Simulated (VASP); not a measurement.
Crystal: SrVO3.

```
Sr V O
1.0
     3.84090    0.00000    0.00000
     0.00000    3.84090    0.00000
     0.00000    0.00000    3.84090
Sr V O
1 1 3
Direct
  0.50000 0.50000 0.50000
  0.00000 0.00000 0.00000
  0.50000 0.00000 0.00000
  0.00000 0.50000 0.00000
  0.00000 0.00000 0.50000
```

Base run:

```yaml
Program: VASP 6.6.1
Functional: PBE
Potentials_or_basis: VASP PAW PBE potentials, release 64 (Sr_sv, V_sv, O)
Cutoff: 520 eV
k_mesh: 9 × 9 × 9
Occupations: fermi-dirac, width 0.05 eV
Spin: collinear spin, ferromagnetic start
Starting_moments: "[0.0, 1.0, 0.0, 0.0, 0.0] μB"
```

Its results: pressure 3.5 GPa; net moment 0.33 μB per cell; site moments Sr +0.00; V +0.31; O -0.00 μB.

The run is repeated on the same cell with these changes: hubbard terms from none to V d U = 2.1 eV. What comes out?

Pressure 7.1 GPa; net moment 1.00 μB per cell; site moments Sr +0.00; V +1.05; O -0.04 μB.
